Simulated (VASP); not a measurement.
# Ho4S (P4/mmm) in VASP: relaxation of cell and atoms with PBE

Aim: the relaxation of cell and atoms of Ho4S with PBE.

All numbers are computed with VASP 6.6.1; they aren't measurements. Logs are shortened: lines on timing, memory, paths and dates and some standing lists are left out, and cuts for length are marked.

### 1 The cell of the first run

The structure is tetragonal, space group P4/mmm (No. 123). Conventional cell: a = 5.373 Å, b = 5.373 Å, c = 4.366 Å, α = 90.00°, β = 90.00°, γ = 90.00°. Ho (site symmetry m2m) has 4 Ho at 2.47 to 2.91 Å and 2 S at 3.00 Å within 3.3 Å. Within 3.9 Å of S (site symmetry 4/mmm) lie 8 Ho at 3.00 Å.

The cell was generated, and may not be a known phase.

### 2 Relaxation of cell and atoms, PBE

File INCAR:

```
SYSTEM = Ho4S
ALGO = Normal ; EDIFF = 1E-7
EDIFFG = -0.08 ; ENCUT = 500
GGA = PE ; GGA_COMPAT = .FALSE.
IBRION = 2 ; ISIF = 3
ISMEAR = 0 ; LASPH = .TRUE.
LCHARG = .FALSE. ; LMAXMIX = 6
LREAL = .FALSE. ; LWAVE = .FALSE.
NELM = 200 ; NELMIN = 4
NSW = 36 ; PREC = Accurate
SIGMA = 0.2
```

File KPOINTS:

```
k-points
0
G
  3 3 4
  0 0 0
```

File POSCAR:

```
Ho4S
1.0
    5.3729021600      0.0000000000      0.0000000000
    0.0000000000      5.3729021600      0.0000000000
    0.0000000000      0.0000000000      4.3656377000
Ho S
4 1
Direct
    0.7295864700      0.7295864700      0.5000000000
    0.2704135300      0.2704135300      0.5000000000
    0.7295864700      0.2704135300      0.5000000000
    0.2704135300      0.7295864700      0.5000000000
    0.0000000000      0.0000000000      0.0000000000
```

Potentials or basis: VASP PAW PBE potentials, release 64 (Ho_3, S), 4f in core.

Command:

```console
$ cat potpaw_PBE.64/Ho_3/POTCAR potpaw_PBE.64/S/POTCAR > POTCAR
$ mpirun -np 1 vasp_std > vasp.out
```

OUTCAR:

```text
SYSTEM = Ho4S
   EDIFF = 1E-7
   EDIFFG = -0.08
   ENCUT = 500
   GGA = PE
   IBRION = 2
   ISIF = 3
   ISMEAR = 0
   LASPH = .TRUE.
   LREAL = .FALSE.
   NELM = 200
   NELMIN = 4
   NSW = 36
   PREC = Accurate

 ion  position               nearest neighbor table
   1  0.730  0.730  0.500-   3 2.47   4 2.47   4 2.91   3 2.91   5 3.00   5 3.00   2 3.49
   2  0.270  0.270  0.500-   3 2.47   4 2.47   4 2.91   3 2.91   5 3.00   5 3.00   1 3.49
   3  0.730  0.270  0.500-   1 2.47   2 2.47   2 2.91   1 2.91   5 3.00   5 3.00   4 3.49
   4  0.270  0.730  0.500-   1 2.47   2 2.47   2 2.91   1 2.91   5 3.00   5 3.00   3 3.49
   5  0.000  0.000  0.000-   1 3.00   2 3.00   3 3.00   4 3.00   1 3.00   2 3.00   3 3.00   4 3.00

  LATTYP: Found a simple tetragonal cell.
 ALAT       =     5.3729021600
 C/A-ratio  =     0.8125287917

  Lattice vectors:

 A1 = (   5.3729021600,   0.0000000000,   0.0000000000)
 A2 = (   0.0000000000,   5.3729021600,   0.0000000000)
 A3 = (   0.0000000000,   0.0000000000,   4.3656377000)

Analysis of symmetry for initial positions (statically):
=====================================================================
 Subroutine PRICEL returns:
 Original cell was already a primitive cell.

 Routine SETGRP: Setting up the symmetry group for a
 simple tetragonal supercell.

 Subroutine GETGRP returns: Found 16 space group operations
 (whereof 16 operations were pure point group operations)
 out of a pool of 16 trial point group operations.

The static configuration has the point symmetry D_4h.

Analysis of symmetry for dynamics (positions and initial velocities):
=====================================================================
 Subroutine PRICEL returns:
 Original cell was already a primitive cell.

 Routine SETGRP: Setting up the symmetry group for a
 simple tetragonal supercell.

 Subroutine GETGRP returns: Found 16 space group operations
 (whereof 16 operations were pure point group operations)
 out of a pool of 16 trial point group operations.

The dynamic configuration has the point symmetry D_4h.

 Subroutine INISYM returns: Found 16 space group operations
 (whereof 16 operations are pure point group operations),
 and found     1 'primitive' translations

----------------------------------------------------------------------------------------

                                     Primitive cell

  volume of cell :     126.0276

  direct lattice vectors                    reciprocal lattice vectors
     5.372902160  0.000000000  0.000000000     0.186119153  0.000000000  0.000000000
     0.000000000  5.372902160  0.000000000     0.000000000  0.186119153  0.000000000
     0.000000000  0.000000000  4.365637700     0.000000000  0.000000000  0.229061610

  length of vectors
     5.372902160  5.372902160  4.365637700     0.186119153  0.186119153  0.229061610

  position of ions in fractional coordinates (direct lattice)
     0.729586470  0.729586470  0.500000000
     0.270413530  0.270413530  0.500000000
     0.729586470  0.270413530  0.500000000
     0.270413530  0.729586470  0.500000000
     0.000000000  0.000000000  0.000000000

  ion indices of the primitive-cell ions
   primitive index   ion index
                 1           1
                 2           2
                 3           3
                 4           4
                 5           5

----------------------------------------------------------------------------------------

 KPOINTS: k-points

Automatic generation of k-mesh.
 Grid dimensions read from file:
 generate k-points for:    3    3    4

 Generating k-lattice:

  Cartesian coordinates                     Fractional coordinates (reciprocal lattice)
     0.062039718  0.000000000  0.000000000     0.333333333  0.000000000  0.000000000
     0.000000000  0.062039718  0.000000000     0.000000000  0.333333333  0.000000000
     0.000000000  0.000000000  0.057265402     0.000000000  0.000000000  0.250000000

  Length of vectors
     0.062039718  0.062039718  0.057265402

  Shift w.r.t. Gamma in fractional coordinates (k-lattice)
     0.000000000  0.000000000  0.000000000

 Subroutine IBZKPT returns following result:
 ===========================================

 Found      9 irreducible k-points:

 Following reciprocal coordinates:
            Coordinates               Weight
  0.000000  0.000000  0.000000      1.000000
  0.333333  0.000000  0.000000      4.000000
  0.333333  0.333333  0.000000      4.000000
  0.000000  0.000000  0.250000      2.000000
  0.333333  0.000000  0.250000      8.000000
  0.333333  0.333333  0.250000      8.000000
  0.000000  0.000000  0.500000      1.000000
  0.333333  0.000000  0.500000      4.000000
  0.333333  0.333333  0.500000      4.000000
   k-points           NKPTS =      9   k-points in BZ     NKDIM =      9   number of bands    NBANDS=     25
   number of dos      NEDOS =    301   number of ions     NIONS =      5
   total plane-waves  NPLWV =  51200
   dimension x,y,z NGX =    40 NGY =   40 NGZ =   32
   dimension x,y,z NGXF=    80 NGYF=   80 NGZF=   64
   ions per type =               4   1
   NGX,Y,Z   is equivalent  to a cutoff of  12.38, 12.38, 12.19 a.u.
   NGXF,Y,Z  is equivalent  to a cutoff of  24.75, 24.75, 24.37 a.u.
 SYSTEM =  Ho4S
   PREC   = accura    normal or accurate (medium, high low for compatibility)
   ISTART =      0    job   : 0-new  1-cont  2-samecut
   ICHARG =      2    charge: 1-file 2-atom 10-const
   ISPIN  =      1    spin polarized calculation?
   LNONCOLLINEAR =      F non collinear calculations
   LSORBIT =      F    spin-orbit coupling
   LASPH  =      T    aspherical Exc in radial PAW
   ENCUT  =  500.0 eV  36.75 Ry    6.06 a.u.   9.80  9.80  7.96*2*pi/ulx,y,z
   NELM   =    200;   NELMIN=  4; NELMDL= -5     # of ELM steps
   EDIFF  = 0.1E-06   stopping-criterion for ELM
   LREAL  =      F    real-space projection
   EDIFFG = -.8E-01   stopping-criterion for IOM
   NSW    =     36    number of steps for IOM
   IBRION =      2    ionic relax: 0-MD 1-quasi-New 2-CG
   NFREE  =      1    steps in history (QN), initial steepest desc. (CG)
   ISIF   =      3    stress and relaxation
   ISYM   =      2    0-nonsym 1-usesym 2-fastsym
   POTIM  = 0.5000    time-step for ionic-motion
   TEBEG  =    0.0;   TEEND  =   0.0 temperature during run
   PSTRESS=    0.0 pullay stress
   NELECT =      42.0000    total number of electrons
   NUPDOWN=      -1.0000    fix difference up-down
   EMIN   =  10.00;   EMAX   =-10.00  energy-range for DOS
   EFERMI =   0.00;   METHOD = LEGACY
   ISMEAR =     0;   SIGMA  =   0.20  broadening in eV -4-tet -1-fermi 0-gaus
   EFERMI_NEDOS =   21; number of points for ismear=-14 and -15
   IALGO  =     38    algorithm
   IMIX   =      4    mixing-type and parameters
     AMIX     =   0.40;   BMIX     =  1.00
     AMIX_MAG =   1.60;   BMIX_MAG =  1.00
  volume/ion in A,a.u.               =      25.21       170.10
  Fermi-wavevector in a.u.,A,eV,Ry     =   1.135018  2.144873 17.527921  1.288266
  Thomas-Fermi vector in A             =   2.271722
   LORBIT       =      0    0 simple, 1 ext, 2 COOP (PROOUT), +10 PAW based schemes
   GGA     = PE    functional components
   LHFCALC =     F    Hartree Fock is set to
   AEXX    =    0.0000 exact exchange contribution
   IVDW    =     0    specifies the selected vdW correction
   LEPSILON=     F    determine dielectric tensor
   LRPA    =     F    only Hartree local field effects (RPA)
 conjugate gradient relaxation of ions
 non-spin polarized calculation
 Gauss-broadening in eV      SIGMA  =   0.20
  energy-cutoff  :      500.00
  volume of cell :      126.03
 maximum number of plane-waves:      3224
 NGX is ok and might be reduce to    40
   NGX = 19   NGY = 19   NGZ = 15

--------------------------------------- Ionic step        1  -------------------------------------------

 number of electron      42.0000005 magnetization

 Free energy of the ion-electron system (eV)
  ---------------------------------------------------
  ext. energy  EPLUGINS =         0.00000000
  ---------------------------------------------------
  free energy    TOTEN  =       -16.51648123 eV

  energy without entropy =      -16.34166102  energy(sigma->0) =      -16.42907113

------------------------ aborting loop because EDIFF is reached ----------------------------------------

  FORCE on cell =-STRESS in cart. coord.  units (eV):
  Direction    XX          YY          ZZ          XY          YZ          ZX
  --------------------------------------------------------------------------------------
  -------------------------------------------------------------------------------------
  Total       25.2167652     25.2167652     -8.9399276      0.0000000     -0.0000000      0.0000000
  in kB      320.5785063    320.5785063   -113.6525095      0.0000000     -0.0000000      0.0000000
  external PRESSURE =     175.8348344 kB  Pullay stress =       0.0000000 kB
[... 98 lines left out ...]
  FREE ENERGIE OF THE ION-ELECTRON SYSTEM (eV)
  ---------------------------------------------------
  free  energy   TOTEN  =       -22.1817548175 eV

  energy  without entropy=      -22.0409447600  energy(sigma->0) =      -22.11134979

 E-fermi :   4.2219     XC(G=0): -10.2563

 val. band max:        4.1199480407   @ k =   0.3333   0.3333   0.0000
 cond. band min:       4.2354042911   @ k =   0.0000   0.0000   0.0000
 fundamental gap:      0.1154562504
 Fermi energy:         4.2218988740

 k-point     1 :       0.0000    0.0000    0.0000
  band No.  band energies     occupation
      1     -20.5990      2.00000
      2     -20.2935      2.00000
      3     -20.2688      2.00000
      4     -20.2688      2.00000
      5     -19.5047      2.00000
      6     -19.5047      2.00000
[... 241 lines left out ...]
     24       5.2832      0.00000
     25       5.3200      0.00000

[... ionic steps 4 to 9 ...]

--------------------------------------- Ionic step       10  -------------------------------------------

 number of electron      41.9999994 magnetization

------------------------ aborting loop because EDIFF is reached ----------------------------------------

  FORCE on cell =-STRESS in cart. coord.  units (eV):
  Direction    XX          YY          ZZ          XY          YZ          ZX
  --------------------------------------------------------------------------------------
  -------------------------------------------------------------------------------------
  Total       -0.2256571     -0.2256571      0.3036343      0.0000000     -0.0000000      0.0000000
  in kB       -2.5263300     -2.5263300      3.3993187      0.0000000     -0.0000000      0.0000000
  external PRESSURE =      -0.5511138 kB  Pullay stress =       0.0000000 kB
[... 63 lines left out ...]
  energy  without entropy=      -23.0958170436  energy(sigma->0) =      -23.16638657

--------------------------------------- Ionic step       12  -------------------------------------------

 number of electron      41.9999992 magnetization

 Free energy of the ion-electron system (eV)
  ---------------------------------------------------
  ext. energy  EPLUGINS =         0.00000000
  ---------------------------------------------------
  free energy    TOTEN  =       -23.24078397 eV

  energy without entropy =      -23.09819878  energy(sigma->0) =      -23.16949138

 E-fermi :   3.6098     XC(G=0):  -9.8147

 val. band max:        3.6072036606   @ k =   0.0000   0.0000   0.0000
 cond. band min:       3.6135837367   @ k =   0.3333   0.0000   0.2500
 fundamental gap:      0.0063800761
 Fermi energy:         3.6097872217

 k-point     1 :       0.0000    0.0000    0.0000
  band No.  band energies     occupation
      1     -21.2166      2.00000
      2     -21.0395      2.00000
      3     -21.0143      2.00000
      4     -21.0143      2.00000
      5     -20.5415      2.00000
      6     -20.4760      2.00000
[... 273 lines left out ...]
  FREE ENERGIE OF THE ION-ELECTRON SYSTEM (eV)
  ---------------------------------------------------
  free  energy   TOTEN  =       -23.2407839686 eV

  energy  without entropy=      -23.0981987848  energy(sigma->0) =      -23.16949138

 reached required accuracy - stopping structural energy minimisation
```

Run time: 4.3 min. Hardware: 1 thread of Intel Xeon 6975P-C (Granite Rapids), shared host; peak memory 0.24 GiB.

Results:

```yaml
Free_energy: -23.2408 eV
Relaxed_volume: 28.58 Å³/atom
Relaxed_cell: a = 6.557 Å, b = 6.557 Å, c = 3.324 Å, α = 90.00°, β = 90.00°, γ = 90.00°
Space_group_after_relaxing_to_0.1_Å: P4/mmm (No. 123)
Energy_gained_by_relaxing: 1344.9 meV/atom
Ionic_steps: 12
Pressure_after_relaxing: 0.0 GPa
Largest_force_after_relaxing: 0.069 eV/Å
Band_gap_on_the_k_mesh: zero (bands 21 and 22 overlap by 0.94 eV)
```

Forces in eV/Å, atoms in the order of the input:
```
Ho  -0.049 -0.049  0.000
Ho   0.049  0.049  0.000
Ho  -0.049  0.049  0.000
Ho   0.049 -0.049  0.000
S    0.000  0.000  0.000
```

Stress tensor (GPa, compression positive):
```
-0.10  0.00  0.00
 0.00 -0.10  0.00
 0.00  0.00  0.06
```

Step by step:
```tsv
step	energy change (eV)	largest force (eV/Å)	pressure (GPa)	volume (Å³)
1	0.0000	4.3481	17.58	126.03
2	-5.6204	0.1660	-5.37	178.01
3	-5.6653	0.0516	-3.98	169.04
4	-6.4279	0.2976	-1.72	152.30
5	-6.6084	0.5214	0.26	144.17
6	-6.2838	1.0846	7.14	128.01
7	-6.6288	0.6020	1.07	141.46
8	-6.6303	0.6270	1.35	140.62
9	-6.7198	0.1653	0.06	142.89
10	-6.7205	0.1224	-0.06	143.11
11	-6.7205	0.1315	-0.03	143.06
12	-6.7243	0.0687	-0.05	142.89
```

Final structure:
```
CELL_PARAMETERS angstrom
6.55660 0.00000 0.00000
0.00000 6.55660 0.00000
0.00000 0.00000 3.32383
ATOMIC_POSITIONS crystal
Ho 0.75127 0.75127 0.50000
Ho 0.24873 0.24873 0.50000
Ho 0.75127 0.24873 0.50000
Ho 0.24873 0.75127 0.50000
S 0.00000 0.00000 0.00000
```

Caveat: the k points lie up to 0.47 Å⁻¹ apart in the final cell, too coarse for converged energies and pressures of a metal; the highest band is partly filled, so the run has too few bands; a cell axis changed by over 15 % at a fixed basis, so the end point is rough; spin-orbit coupling is left out, which moves the levels of the heavy elements; the 4f electrons are frozen in the core, so they carry no moment and show no levels; the run has no spin polarisation, though such a crystal can be magnetic; the relaxation stopped at a loose force limit of 0.08 eV/Å, so its end isn't a converged minimum. Spin polarisation is off, so any magnetic state and its effect on volume and gap are missing.
